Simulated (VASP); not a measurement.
# B5Pt (F-43m) in VASP: notebook

The runs below take B5Pt through single point, relaxation of cell and atoms, with PBE.

Program: VASP 6.6.1. These are calculated values, not measurements. Logs are shortened: lines on timing, memory, paths and dates and some standing lists are left out, and cuts for length are marked.

## 1. The cell of the first run

The structure is cubic, space group F-43m (No. 216). Conventional cell: a = 5.832 Å, b = 5.832 Å, c = 5.832 Å, α = 90.00°, β = 90.00°, γ = 90.00°. B (site symmetry -43m) has 12 B at 2.40 Å and 4 Pt at 2.53 Å within 3.2 Å. Within 2.4 Å of B (site symmetry 3m) lie 9 B at 1.82 to 2.40 Å. Pt (site symmetry -43m) has 16 B at 2.45 to 2.53 Å within 3.2 Å.

## 2. Single point, PBE

File INCAR:

```
SYSTEM = B5Pt
PREC = Accurate
ENCUT = 520
EDIFF = 1E-6
ISMEAR = 0
SIGMA = 0.1
LREAL = .False.
LASPH = .True.
NELM = 60
ALGO = Normal
ISIF = 2
LWAVE = .False.
LCHARG = .True.
GGA = PE
LELF = .True.
LVHAR = .True.
NBANDS = 22
```

File KPOINTS:

```
regular mesh
0
Gamma
  12 12 12
  0 0 0
```

File POSCAR:

```
B5Pt
1.0
    0.0000000000      2.9158477082      2.9158477082
    2.9158477082      0.0000000000      2.9158477082
    2.9158477082      2.9158477082      0.0000000000
B Pt
5 1
Direct
    0.7500000000      0.7500000000      0.7500000000
    0.3899364466      0.3899364466      0.8301906601
    0.3899364466      0.8301906601      0.3899364466
    0.3899364466      0.3899364466      0.3899364466
    0.8301906601      0.3899364466      0.3899364466
    0.0000000000      0.0000000000      0.0000000000
```

Potentials or basis: VASP PAW PBE potentials, release 64 (B, Pt).

Command:

```sh
$ cat potpaw_PBE.64/B/POTCAR potpaw_PBE.64/Pt/POTCAR > POTCAR
$ mpirun -np 1 vasp_std > vasp.out
```

OUTCAR:

```text
SYSTEM = B5Pt
   PREC = Accurate
   ENCUT = 520
   EDIFF = 1E-6
   ISMEAR = 0
   LREAL = .False.
   LASPH = .True.
   NELM = 60
   ISIF = 2
   GGA = PE

 ion  position               nearest neighbor table
   1  0.750  0.750  0.750-   6 2.53   6 2.53   6 2.53   6 2.53
   2  0.390  0.390  0.830-   3 1.82   4 1.82   5 1.82   6 2.45   6 2.45   6 2.45
   3  0.390  0.830  0.390-   2 1.82   4 1.82   5 1.82   6 2.45   6 2.45   6 2.45
   4  0.390  0.390  0.390-   2 1.82   3 1.82   5 1.82   6 2.45   6 2.45   6 2.45
   5  0.830  0.390  0.390-   2 1.82   3 1.82   4 1.82   6 2.45   6 2.45   6 2.45
   6  0.000  0.000  0.000-   2 2.45   3 2.45   5 2.45   4 2.45   4 2.45   4 2.45   2 2.45   3 2.45
                             5 2.45   2 2.45   3 2.45   5 2.45   1 2.53   1 2.53   1 2.53   1 2.53

  LATTYP: Found a face centered cubic cell.
 ALAT       =     5.8316954164

  Lattice vectors:

 A1 = (   0.0000000000,   2.9158477082,   2.9158477082)
 A2 = (   2.9158477082,   0.0000000000,   2.9158477082)
 A3 = (   2.9158477082,   2.9158477082,   0.0000000000)

Analysis of symmetry for initial positions (statically):
=====================================================================
 Subroutine PRICEL returns:
 Original cell was already a primitive cell.

 Routine SETGRP: Setting up the symmetry group for a
 face centered cubic supercell.

 Subroutine GETGRP returns: Found 24 space group operations
 (whereof 24 operations were pure point group operations)
 out of a pool of 48 trial point group operations.

The static configuration has the point symmetry T_d .

Analysis of symmetry for dynamics (positions and initial velocities):
=====================================================================
 Subroutine PRICEL returns:
 Original cell was already a primitive cell.

 Routine SETGRP: Setting up the symmetry group for a
 face centered cubic supercell.

 Subroutine GETGRP returns: Found 24 space group operations
 (whereof 24 operations were pure point group operations)
 out of a pool of 48 trial point group operations.

The dynamic configuration has the point symmetry T_d .

 Subroutine INISYM returns: Found 24 space group operations
 (whereof 24 operations are pure point group operations),
 and found     1 'primitive' translations

----------------------------------------------------------------------------------------

                                     Primitive cell

  volume of cell :      49.5821

[... 100 lines left out ...]
   IBRION =     -1    ionic relax: 0-MD 1-quasi-New 2-CG
   NFREE  =      0    steps in history (QN), initial steepest desc. (CG)
   ISIF   =      2    stress and relaxation
   ISYM   =      2    0-nonsym 1-usesym 2-fastsym
   POTIM  = 0.5000    time-step for ionic-motion
   TEBEG  =    0.0;   TEEND  =   0.0 temperature during run
   PSTRESS=    0.0 pullay stress
   NELECT =      25.0000    total number of electrons
   NUPDOWN=      -1.0000    fix difference up-down
   EMIN   =  10.00;   EMAX   =-10.00  energy-range for DOS
   EFERMI =   0.00;   METHOD = LEGACY
   ISMEAR =     0;   SIGMA  =   0.10  broadening in eV -4-tet -1-fermi 0-gaus
   EFERMI_NEDOS =   21; number of points for ismear=-14 and -15
   IALGO  =     38    algorithm
   IMIX   =      4    mixing-type and parameters
     AMIX     =   0.40;   BMIX     =  1.00
     AMIX_MAG =   1.60;   BMIX_MAG =  1.00
  volume/ion in A,a.u.               =       8.26        55.77
  Fermi-wavevector in a.u.,A,eV,Ry     =   1.303007  2.462326 23.100333  1.697827
  Thomas-Fermi vector in A             =   2.434037
   LORBIT       =      0    0 simple, 1 ext, 2 COOP (PROOUT), +10 PAW based schemes
   GGA     = PE    functional components
   LHFCALC =     F    Hartree Fock is set to
   AEXX    =    0.0000 exact exchange contribution
   IVDW    =     0    specifies the selected vdW correction
   LEPSILON=     F    determine dielectric tensor
   LRPA    =     F    only Hartree local field effects (RPA)
 non-spin polarized calculation
 Gauss-broadening in eV      SIGMA  =   0.10
  energy-cutoff  :      520.00
  volume of cell :       49.58
 maximum number of plane-waves:      1363
   NGX = 15   NGY = 15   NGZ = 15

 number of electron      25.0000000 magnetization

 Free energy of the ion-electron system (eV)
  ---------------------------------------------------
  ext. energy  EPLUGINS =         0.00000000
  ---------------------------------------------------
  free energy    TOTEN  =       -30.80599661 eV

  energy without entropy =      -30.78789680  energy(sigma->0) =      -30.79694671

 E-fermi :  10.2274     XC(G=0): -12.6871

 val. band max:       10.2260870957   @ k =   0.5000   0.3333   0.0000
 cond. band min:      10.2335411700   @ k =  -0.3333   0.3333   0.0833
 fundamental gap:      0.0074540743
 Fermi energy:        10.2273939197

 k-point     1 :       0.0000    0.0000    0.0000
  band No.  band energies     occupation
      1      -6.4999      2.00000
      2       1.1623      2.00000
      3       1.9842      2.00000
      4       1.9842      2.00000
      5       1.9842      2.00000
      6       3.1033      2.00000
[... 589 lines left out ...]
     21      16.8024      0.00000
     22      17.0853      0.00000

 [... further k-points ...]

------------------------ aborting loop because EDIFF is reached ----------------------------------------

  FORCE on cell =-STRESS in cart. coord.  units (eV):
  Direction    XX          YY          ZZ          XY          YZ          ZX
  --------------------------------------------------------------------------------------
  -------------------------------------------------------------------------------------
  Total       -0.0601230     -0.0601230     -0.0601230     -0.0000000     -0.0000000     -0.0000000
  in kB       -1.9427946     -1.9427946     -1.9427946     -0.0000000     -0.0000000     -0.0000000
  external PRESSURE =      -1.9427946 kB  Pullay stress =       0.0000000 kB

 VOLUME and BASIS-vectors are now :
 -----------------------------------------------------------------------------
  energy-cutoff  :      520.00
  volume of cell :       49.58
      direct lattice vectors                 reciprocal lattice vectors
     0.000000000  2.915847708  2.915847708    -0.171476720  0.171476720  0.171476720
     2.915847708  0.000000000  2.915847708     0.171476720 -0.171476720  0.171476720
     2.915847708  2.915847708  0.000000000     0.171476720  0.171476720 -0.171476720

 POSITION                                       TOTAL-FORCE (eV/Angst)
 -----------------------------------------------------------------------------------
      4.37377      4.37377      4.37377         0.000000     -0.000000     -0.000000
      3.55770      3.55770      2.27399         0.008234      0.008234     -0.008234
      3.55770      2.27399      3.55770         0.008234     -0.008234      0.008234
      2.27399      2.27399      2.27399        -0.008234     -0.008234     -0.008234
      2.27399      3.55770      3.55770        -0.008234      0.008234      0.008234
      0.00000      0.00000      0.00000         0.000000     -0.000000     -0.000000
 -----------------------------------------------------------------------------------
    total drift:                                0.000000      0.000000      0.000000

  FREE ENERGIE OF THE ION-ELECTRON SYSTEM (eV)
  ---------------------------------------------------
  free  energy   TOTEN  =       -30.8059966118 eV

  energy  without entropy=      -30.7878968036  energy(sigma->0) =      -30.79694671
```

OSZICAR:

```text
N       E                     dE             d eps       ncg     rms          rms(c)
DAV:   1     0.780736520455E+02    0.78074E+02   -0.11482E+04  3208   0.102E+03
DAV:   2    -0.304995198135E+02   -0.10857E+03   -0.10241E+03  3648   0.215E+02
DAV:   3    -0.351648891259E+02   -0.46654E+01   -0.45055E+01  4238   0.381E+01
DAV:   4    -0.352167847391E+02   -0.51896E-01   -0.51832E-01  3542   0.378E+00
DAV:   5    -0.352174355884E+02   -0.65085E-03   -0.65075E-03  4190   0.393E-01    0.221E+01
DAV:   6    -0.334734090334E+02    0.17440E+01   -0.61755E+01  3666   0.442E+01    0.312E+01
DAV:   7    -0.309511144406E+02    0.25223E+01   -0.63437E+00  3390   0.233E+01    0.866E+00
DAV:   8    -0.308338402097E+02    0.11727E+00   -0.14310E+00  3654   0.837E+00    0.309E+00
DAV:   9    -0.308075625461E+02    0.26278E-01   -0.10200E-01  3468   0.247E+00    0.980E-01
DAV:  10    -0.308063042863E+02    0.12583E-02   -0.38483E-03  3914   0.410E-01    0.342E-01
DAV:  11    -0.308060128674E+02    0.29142E-03   -0.51568E-04  3626   0.161E-01    0.760E-02
DAV:  12    -0.308059969588E+02    0.15909E-04   -0.86290E-05  3848   0.615E-02    0.128E-02
DAV:  13    -0.308059966118E+02    0.34699E-06   -0.21615E-06  2676   0.933E-03
   1 F= -.30805997E+02 E0= -.30796947E+02  d E =-.180998E-01
```

Run time: 52 s. Hardware: 1 thread of Intel Xeon Platinum 8259CL at 2.50GHz (Skylake/Cascade Lake), shared host; peak memory 0.22 GiB.

Results:

| Property | Result |
| --- | --- |
| Free energy | -30.8060 eV |
| Pressure | -0.2 GPa |
| Largest force | 0.014 eV/Å |

Forces on the atoms (eV/Å):
```
B    0.000  0.000  0.000
B    0.008  0.008 -0.008
B    0.008 -0.008  0.008
B   -0.008 -0.008 -0.008
B   -0.008  0.008  0.008
Pt   0.000  0.000  0.000
```

Caveat: spin-orbit coupling is left out, which moves the levels of the heavy elements.

## 3. Relaxation of cell and atoms, PBE

This run uses another cell than the first one, of 8.31 Å³/atom, 1.005 times its volume.

File INCAR:

```
  PREC = Accurate
  ENCUT = 600
  EDIFF = 1E-6
  ISMEAR = 0
  SIGMA = 0.1
  LREAL = False
  LASPH = True
  NELM = 100
  ALGO = Normal
  ISIF = 3
  LWAVE = False
  LCHARG = False
  GGA = PE
  IBRION = 2
  NSW = 100
  EDIFFG = -0.01
```

File KPOINTS:

```
Automatic mesh
0
Gamma
  12 12 12
```

File POSCAR:

```
B5Pt
1.0
    0.0000000000      2.9207475271      2.9207475271
    2.9207475271      0.0000000000      2.9207475271
    2.9207475271      2.9207475271      0.0000000000
B Pt
5 1
Direct
    0.7500000000      0.7500000000      0.7500000000
    0.3896690018      0.3896690018      0.8309929947
    0.3896690018      0.8309929947      0.3896690018
    0.3896690018      0.3896690018      0.3896690018
    0.8309929947      0.3896690018      0.3896690018
    0.0000000000      0.0000000000      0.0000000000
```

Potentials or basis: VASP PAW PBE potentials, release 64 (B, Pt).

Command:

```sh
$ cat potpaw_PBE.64/B/POTCAR potpaw_PBE.64/Pt/POTCAR > POTCAR
$ mpirun -np 1 vasp_std > vasp.out
```

OUTCAR:

```text
PREC = Accurate
   ENCUT = 600
   EDIFF = 1E-6
   ISMEAR = 0
   LREAL = False
   LASPH = True
   NELM = 100
   ISIF = 3
   GGA = PE
   IBRION = 2
   NSW = 100
   EDIFFG = -0.01

 ion  position               nearest neighbor table
   1  0.750  0.750  0.750-   6 2.53   6 2.53   6 2.53   6 2.53
   2  0.390  0.390  0.831-   3 1.82   4 1.82   5 1.82   6 2.45   6 2.45   6 2.45
   3  0.390  0.831  0.390-   2 1.82   4 1.82   5 1.82   6 2.45   6 2.45   6 2.45
   4  0.390  0.390  0.390-   2 1.82   3 1.82   5 1.82   6 2.45   6 2.45   6 2.45
   5  0.831  0.390  0.390-   2 1.82   3 1.82   4 1.82   6 2.45   6 2.45   6 2.45
   6  0.000  0.000  0.000-   3 2.45   5 2.45   2 2.45   5 2.45   2 2.45   3 2.45   4 2.45   4 2.45
                             4 2.45   2 2.45   3 2.45   5 2.45   1 2.53   1 2.53   1 2.53   1 2.53

  LATTYP: Found a face centered cubic cell.
 ALAT       =     5.8414950542

  Lattice vectors:

 A1 = (   0.0000000000,   2.9207475271,   2.9207475271)
 A2 = (   2.9207475271,   0.0000000000,   2.9207475271)
 A3 = (   2.9207475271,   2.9207475271,   0.0000000000)

Analysis of symmetry for initial positions (statically):
=====================================================================
 Subroutine PRICEL returns:
 Original cell was already a primitive cell.

 Routine SETGRP: Setting up the symmetry group for a
 face centered cubic supercell.

 Subroutine GETGRP returns: Found 24 space group operations
 (whereof 24 operations were pure point group operations)
 out of a pool of 48 trial point group operations.

The static configuration has the point symmetry T_d .

Analysis of symmetry for dynamics (positions and initial velocities):
=====================================================================
 Subroutine PRICEL returns:
 Original cell was already a primitive cell.

 Routine SETGRP: Setting up the symmetry group for a
 face centered cubic supercell.

 Subroutine GETGRP returns: Found 24 space group operations
 (whereof 24 operations were pure point group operations)
 out of a pool of 48 trial point group operations.

The dynamic configuration has the point symmetry T_d .
[... 140 lines left out ...]
 Gauss-broadening in eV      SIGMA  =   0.10
  energy-cutoff  :      600.00
  volume of cell :       49.83
 maximum number of plane-waves:      1687
 NGX is ok and might be reduce to    36
   NGX = 17   NGY = 17   NGZ = 17

--------------------------------------- Ionic step        1  -------------------------------------------

 number of electron      24.9999999 magnetization

 Free energy of the ion-electron system (eV)
  ---------------------------------------------------
  ext. energy  EPLUGINS =         0.00000000
  ---------------------------------------------------
  free energy    TOTEN  =       -30.80827480 eV

  energy without entropy =      -30.79052135  energy(sigma->0) =      -30.79939808

------------------------ aborting loop because EDIFF is reached ----------------------------------------

  FORCE on cell =-STRESS in cart. coord.  units (eV):
  Direction    XX          YY          ZZ          XY          YZ          ZX
  --------------------------------------------------------------------------------------
  -------------------------------------------------------------------------------------
  Total       -0.4090047     -0.4090047     -0.4090047      0.0000000     -0.0000000      0.0000000
  in kB      -13.1500323    -13.1500323    -13.1500323      0.0000000     -0.0000000      0.0000000
  external PRESSURE =     -13.1500323 kB  Pullay stress =       0.0000000 kB
[... 67 lines left out ...]
--------------------------------------- Ionic step        3  -------------------------------------------

 number of electron      24.9999999 magnetization

 Free energy of the ion-electron system (eV)
  ---------------------------------------------------
  ext. energy  EPLUGINS =         0.00000000
  ---------------------------------------------------
  free energy    TOTEN  =       -30.80976300 eV

  energy without entropy =      -30.79166480  energy(sigma->0) =      -30.80071390

 E-fermi :  10.2495     XC(G=0): -12.6933

 val. band max:       10.2395439969   @ k =   0.2500   0.0000   0.0000
 cond. band min:      10.2501057453   @ k =   0.5000   0.3333   0.0000
 fundamental gap:      0.0105617485
 Fermi energy:        10.2495054169

 k-point     1 :       0.0000    0.0000    0.0000
  band No.  band energies     occupation
      1      -6.4914      2.00000
      2       1.1785      2.00000
      3       1.9892      2.00000
      4       1.9892      2.00000
      5       1.9892      2.00000
      6       3.1102      2.00000
[... 433 lines left out ...]
      3       0.0079      2.00000
      4       1.3572      2.00000
      5       2.5918      2.00000
      6       3.8286      2.00000
[... 8 lines left out ...]
     15      11.8234      0.00000
     16      12.0883      0.00000

 [... further k-points ...]

------------------------ aborting loop because EDIFF is reached ----------------------------------------

  FORCE on cell =-STRESS in cart. coord.  units (eV):
  Direction    XX          YY          ZZ          XY          YZ          ZX
  --------------------------------------------------------------------------------------
  -------------------------------------------------------------------------------------
  Total        0.0046682      0.0046682      0.0046682      0.0000000      0.0000000     -0.0000000
  in kB        0.1510341      0.1510341      0.1510341      0.0000000      0.0000000     -0.0000000
  external PRESSURE =       0.1510341 kB  Pullay stress =       0.0000000 kB
[... 21 lines left out ...]
  FREE ENERGIE OF THE ION-ELECTRON SYSTEM (eV)
  ---------------------------------------------------
  free  energy   TOTEN  =       -30.8097630044 eV

  energy  without entropy=      -30.7916647972  energy(sigma->0) =      -30.80071390

 reached required accuracy - stopping structural energy minimisation
```

It took 2 min on 1 thread of Intel Xeon Platinum 8259CL at 2.50GHz (Skylake/Cascade Lake), shared host; peak memory 0.25 GiB.

What came out:

```
Free energy                            : -30.8098 eV
Relaxed volume                         : 8.25 Å³/atom
Relaxed cell                           : a = 4.122 Å, b = 4.122 Å, c = 4.122 Å, α = 60.00°, β = 60.00°, γ = 60.00°
Space group after relaxing (to 0.05 Å) : F-43m (No. 216)
Energy gained by relaxing              : 0.2 meV/atom
Ionic steps                            : 3
Pressure after relaxing                : 0.0 GPa
```

Forces in eV/Å, atoms in the order of the input:
```
B    0.000  0.000  0.000
B    0.001  0.001 -0.001
B    0.001 -0.001  0.001
B   -0.001 -0.001 -0.001
B   -0.001  0.001  0.001
Pt   0.000  0.000  0.000
```

Step by step:
| step | energy change (eV) | largest force (eV/Å) | pressure (GPa) | volume (Å³) |
| --- | --- | --- | --- | --- |
| 1 | 0.0000 | 0.0568 | -1.32 | 49.83 |
| 2 | -0.0010 | 0.0374 | 0.80 | 49.34 |
| 3 | -0.0015 | 0.0023 | 0.02 | 49.52 |

Final structure:
```
B Pt
1.0
     0.00000    2.91465    2.91465
     2.91465    0.00000    2.91465
     2.91465    2.91465    0.00000
B Pt
5 1
Direct
  0.75000 0.75000 0.75000
  0.38984 0.38984 0.83048
  0.38984 0.83048 0.38984
  0.38984 0.38984 0.38984
  0.83048 0.38984 0.38984
  0.00000 0.00000 0.00000
```

Caveat: spin-orbit coupling is left out, which moves the levels of the heavy elements.
